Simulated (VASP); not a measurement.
# YHg (Pm-3m) in VASP: single point with LDA

Aim: the single point of YHg with LDA.

All numbers are computed with VASP 6.6.1; they aren't measurements. Logs are shortened: lines on timing, memory, paths and dates and some standing lists are left out, and cuts for length are marked.

## Step 1: The cell of the first run

Symmetry: Pm-3m, No. 221, cubic system. Conventional cell: a = 3.680 Å, b = 3.680 Å, c = 3.680 Å, α = 90.00°, β = 90.00°, γ = 90.00°. Y (site symmetry m-3m) has 8 Hg at 3.19 Å and 6 Y at 3.68 Å within 4.2 Å. Within 4.2 Å of Hg (site symmetry m-3m) lie 8 Y at 3.19 Å and 6 Hg at 3.68 Å.

## Step 2: Single point, LDA

File INCAR:

```
  PREC = Accurate
  ENCUT = 500
  EDIFF = 1E-6
  ISMEAR = -1
  SIGMA = 0.1
  LREAL = F
  LASPH = T
  NELM = 120
  ALGO = Normal
  ISIF = 2
  LWAVE = F
  LCHARG = T
  GGA = CA
  LELF = T
  LVHAR = T
  NBANDS = 18
  GGA_COMPAT = F
```

File KPOINTS:

```
regular mesh
0
Gamma
  7 7 7
```

File POSCAR:

```
YHg
1.0
    3.6800000000      0.0000000000      0.0000000000
    0.0000000000      3.6800000000      0.0000000000
    0.0000000000      0.0000000000      3.6800000000
Y Hg
1 1
Direct
    0.5000000000      0.5000000000      0.5000000000
    0.0000000000      0.0000000000      0.0000000000
```

Potentials or basis: VASP PAW LDA potentials, release 64 (Y_sv, Hg).

Command:

```console
> cat potpaw_LDA.64/Y_sv/POTCAR potpaw_LDA.64/Hg/POTCAR > POTCAR
> mpirun -np 1 vasp_std > vasp.out
```

OUTCAR:

```text
PREC = Accurate
   ENCUT = 500
   EDIFF = 1E-6
   ISMEAR = -1
   LREAL = F
   LASPH = T
   NELM = 120
   ISIF = 2
   GGA = CA

 ion  position               nearest neighbor table
   1  0.500  0.500  0.500-   2 3.19   2 3.19   2 3.19   2 3.19   2 3.19   2 3.19   2 3.19   2 3.19

   2  0.000  0.000  0.000-   1 3.19   1 3.19   1 3.19   1 3.19   1 3.19   1 3.19   1 3.19   1 3.19

  LATTYP: Found a simple cubic cell.
 ALAT       =     3.6800000000

  Lattice vectors:

 A1 = (   3.6800000000,   0.0000000000,   0.0000000000)
 A2 = (   0.0000000000,   3.6800000000,   0.0000000000)
 A3 = (   0.0000000000,   0.0000000000,   3.6800000000)

Analysis of symmetry for initial positions (statically):
=====================================================================
 Subroutine PRICEL returns:
 Original cell was already a primitive cell.

 Routine SETGRP: Setting up the symmetry group for a
 simple cubic supercell.

 Subroutine GETGRP returns: Found 48 space group operations
 (whereof 48 operations were pure point group operations)
 out of a pool of 48 trial point group operations.

The static configuration has the point symmetry O_h .

Analysis of symmetry for dynamics (positions and initial velocities):
=====================================================================
 Subroutine PRICEL returns:
 Original cell was already a primitive cell.

 Routine SETGRP: Setting up the symmetry group for a
 simple cubic supercell.

 Subroutine GETGRP returns: Found 48 space group operations
 (whereof 48 operations were pure point group operations)
 out of a pool of 48 trial point group operations.

The dynamic configuration has the point symmetry O_h .

 Subroutine INISYM returns: Found 48 space group operations
 (whereof 48 operations are pure point group operations),
 and found     1 'primitive' translations

----------------------------------------------------------------------------------------

                                     Primitive cell

  volume of cell :      49.8360

  direct lattice vectors                    reciprocal lattice vectors
     3.680000000  0.000000000  0.000000000     0.271739130  0.000000000  0.000000000
     0.000000000  3.680000000  0.000000000     0.000000000  0.271739130  0.000000000
[... 74 lines left out ...]
   ISPIN  =      1    spin polarized calculation?
   LNONCOLLINEAR =      F non collinear calculations
   LSORBIT =      F    spin-orbit coupling
   LASPH  =      T    aspherical Exc in radial PAW
   ENCUT  =  500.0 eV  36.75 Ry    6.06 a.u.   6.71  6.71  6.71*2*pi/ulx,y,z
   NELM   =    120;   NELMIN=  2; NELMDL= -5     # of ELM steps
   EDIFF  = 0.1E-05   stopping-criterion for ELM
   LREAL  =      F    real-space projection
   EDIFFG = 0.1E-04   stopping-criterion for IOM
   NSW    =      0    number of steps for IOM
   IBRION =     -1    ionic relax: 0-MD 1-quasi-New 2-CG
   NFREE  =      0    steps in history (QN), initial steepest desc. (CG)
   ISIF   =      2    stress and relaxation
   ISYM   =      2    0-nonsym 1-usesym 2-fastsym
   POTIM  = 0.5000    time-step for ionic-motion
   TEBEG  =    0.0;   TEEND  =   0.0 temperature during run
   PSTRESS=    0.0 pullay stress
   NELECT =      23.0000    total number of electrons
   NUPDOWN=      -1.0000    fix difference up-down
   EMIN   =  10.00;   EMAX   =-10.00  energy-range for DOS
   EFERMI =   0.00;   METHOD = LEGACY
   ISMEAR =    -1;   SIGMA  =   0.10  broadening in eV -4-tet -1-fermi 0-gaus
   EFERMI_NEDOS =   21; number of points for ismear=-14 and -15
   IALGO  =     38    algorithm
   IMIX   =      4    mixing-type and parameters
     AMIX     =   0.40;   BMIX     =  1.00
     AMIX_MAG =   1.60;   BMIX_MAG =  1.00
  volume/ion in A,a.u.               =      24.92       168.16
  Fermi-wavevector in a.u.,A,eV,Ry     =   1.265133  2.390755 21.776972  1.600562
  Thomas-Fermi vector in A             =   2.398402
   LORBIT       =      0    0 simple, 1 ext, 2 COOP (PROOUT), +10 PAW based schemes
   GGA     = CA    functional components
   LHFCALC =     F    Hartree Fock is set to
   AEXX    =    0.0000 exact exchange contribution
   IVDW    =     0    specifies the selected vdW correction
   LEPSILON=     F    determine dielectric tensor
   LRPA    =     F    only Hartree local field effects (RPA)
 non-spin polarized calculation
  energy-cutoff  :      500.00
  volume of cell :       49.84
 maximum number of plane-waves:      1309
 NGX is ok and might be reduce to    28
   NGX = 13   NGY = 13   NGZ = 13

 number of electron      23.0000002 magnetization

 Free energy of the ion-electron system (eV)
  ---------------------------------------------------
  ext. energy  EPLUGINS =         0.00000000
  ---------------------------------------------------
  free energy    TOTEN  =        -9.23024895 eV

  energy without entropy =       -9.16741547  energy(sigma->0) =       -9.19883221

 E-fermi :   3.8227     XC(G=0): -10.8734

 val. band max:        3.7310383029   @ k =   0.2857   0.2857   0.0000
 cond. band min:       3.8676621885   @ k =   0.4286   0.0000   0.0000
 fundamental gap:      0.1366238856
 Fermi energy:         3.8226875221

 k-point     1 :       0.0000    0.0000    0.0000
  band No.  band energies     occupation
      1     -39.0685      2.00000
      2     -19.0719      2.00000
      3     -19.0719      2.00000
      4     -19.0719      2.00000
      5      -4.1463      2.00000
      6      -3.9170      2.00000
[... 397 lines left out ...]
      5      -3.6935      2.00000
      6      -3.6478      2.00000
[... 10 lines left out ...]
     17      10.1633      0.00000
     18      10.1633      0.00000

------------------------ aborting loop because EDIFF is reached ----------------------------------------

  FORCE on cell =-STRESS in cart. coord.  units (eV):
  Direction    XX          YY          ZZ          XY          YZ          ZX
  --------------------------------------------------------------------------------------
  -------------------------------------------------------------------------------------
  Total       -0.9781435     -0.9781435     -0.9781435     -0.0000000     -0.0000000      0.0000000
  in kB      -31.4463116    -31.4463116    -31.4463116     -0.0000000     -0.0000000      0.0000000
  external PRESSURE =     -31.4463116 kB  Pullay stress =       0.0000000 kB

 VOLUME and BASIS-vectors are now :
 -----------------------------------------------------------------------------
  energy-cutoff  :      500.00
  volume of cell :       49.84
      direct lattice vectors                 reciprocal lattice vectors
     3.680000000  0.000000000  0.000000000     0.271739130  0.000000000  0.000000000
     0.000000000  3.680000000  0.000000000     0.000000000  0.271739130  0.000000000
     0.000000000  0.000000000  3.680000000     0.000000000  0.000000000  0.271739130

 POSITION                                       TOTAL-FORCE (eV/Angst)
 -----------------------------------------------------------------------------------
      1.84000      1.84000      1.84000         0.000000      0.000000      0.000000
      0.00000      0.00000      0.00000         0.000000      0.000000      0.000000
 -----------------------------------------------------------------------------------
    total drift:                               -0.000000      0.000000      0.000000

  FREE ENERGIE OF THE ION-ELECTRON SYSTEM (eV)
  ---------------------------------------------------
  free  energy   TOTEN  =        -9.2302489531 eV

  energy  without entropy=       -9.1674154678  energy(sigma->0) =       -9.19883221
```

OSZICAR:

```text
N       E                     dE             d eps       ncg     rms          rms(c)
DAV:   1     0.133974268919E+03    0.13397E+03   -0.11677E+04   720   0.119E+03
DAV:   2    -0.343677243683E+01   -0.13741E+03   -0.13314E+03   806   0.300E+02
DAV:   3    -0.964198443201E+01   -0.62052E+01   -0.61633E+01  1114   0.529E+01
DAV:   4    -0.976882816034E+01   -0.12684E+00   -0.12649E+00   898   0.527E+00
DAV:   5    -0.976984916289E+01   -0.10210E-02   -0.10207E-02   898   0.441E-01    0.290E+01
DAV:   6    -0.932560605559E+01    0.44424E+00   -0.71191E-01   788   0.736E+00    0.177E+01
DAV:   7    -0.923859780979E+01    0.87008E-01   -0.49735E-01   844   0.424E+00    0.269E+00
DAV:   8    -0.923155695211E+01    0.70409E-02   -0.35474E-02   794   0.131E+00    0.480E-01
DAV:   9    -0.923025785554E+01    0.12991E-02   -0.78373E-03   880   0.626E-01    0.104E-01
DAV:  10    -0.923024951413E+01    0.83414E-05   -0.29860E-04   792   0.102E-01    0.189E-02
DAV:  11    -0.923024895314E+01    0.56099E-06   -0.95373E-06   926   0.219E-02
   1 F= -.92302490E+01 E0= -.91988322E+01  d E =-.628335E-01
```

stdout:

```text
POSCAR found type information on POSCAR Y Hg
 POSCAR found :  2 types and       2 ions
 scaLAPACK will be used
 LDA part: xc-table for (Slater(with rela. corr.)+CA(PZ))
 , standard interpolation
 POSCAR, INCAR and KPOINTS ok, starting setup
 FFT: planning ... GRIDC
 FFT: planning ... GRID_SOFT
 FFT: planning ... GRID
 WAVECAR not read
 entering main loop
```

Wall time 18 s (1 thread of Intel Xeon 8259CL, shared host); peak memory 0.16 GiB.

Results:

```
Free energy            : -9.2302 eV
Pressure               : -3.1 GPa
Band gap on the k mesh : zero (an odd number of electrons rules out a gap without spin polarisation)
```

Caveat: the cell stands under tension; spin-orbit coupling is left out, which moves the levels of the heavy elements.
